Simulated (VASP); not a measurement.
Here is a VASP 6.6.1 calculation.

The input INCAR:

```
ALGO = Normal ; EDIFF = 1E-6
ENCUT = 520 ; GGA = PE
GGA_COMPAT = False ; ISIF = 2
ISMEAR = 0 ; LASPH = True
LCHARG = False ; LMAXMIX = 4
LORBIT = 11 ; LORBMOM = True
LREAL = False ; LSORBIT = True
LWAVE = False ; MAGMOM = 0 0 0 0 0 0 0 0 0 0 0 0 0 0 0 0 0 0 0 0 0 0 0 0
NBANDS = 56 ; NELM = 150
PREC = Accurate ; SIGMA = 0.01
```

The input KPOINTS:

```
k-points
0
Gamma
  1 1 1
```

File POSCAR:

```
TaH3O4
1.0
   12.5000000000      0.0000000000      0.0000000000
    0.0000000000     13.5300000000      0.0000000000
    0.0000000000      0.0000000000     11.4800000000
Ta O H
1 4 3
Direct
    0.5484000000      0.5001093900      0.4780435500
    0.6200904000      0.5001093900      0.6083501700
    0.5876456000      0.6168019200      0.3919860600
    0.3975120000      0.5001093900      0.5124512200
    0.5876456000      0.3834161100      0.3919860600
    0.6397160000      0.6676238000      0.4110174200
    0.3600000000      0.5001093900      0.5865470400
    0.6397160000      0.3325942400      0.4110174200
```

Potentials or basis: VASP PAW PBE potentials, release 64 (Ta_pv, O, H).

Command:

```sh
$ cat potpaw_PBE.64/Ta_pv/POTCAR potpaw_PBE.64/O/POTCAR potpaw_PBE.64/H/POTCAR > POTCAR
$ mpirun -np 1 vasp_ncl > vasp.out
```

Q: Estimate the largest force.

A: 0.286 eV/Å.

Q: Estimate the net moment.

A: 0.00 μB per cell.

Moments on the atoms (μB; x, y, z):
```
Ta  0.00 0.00 0.00
O   0.00 0.00 0.00
O   0.00 0.00 0.00
O   0.00 0.00 0.00
O   0.00 0.00 0.00
H   0.00 0.00 0.00
H   0.00 0.00 0.00
H   0.00 0.00 0.00
```
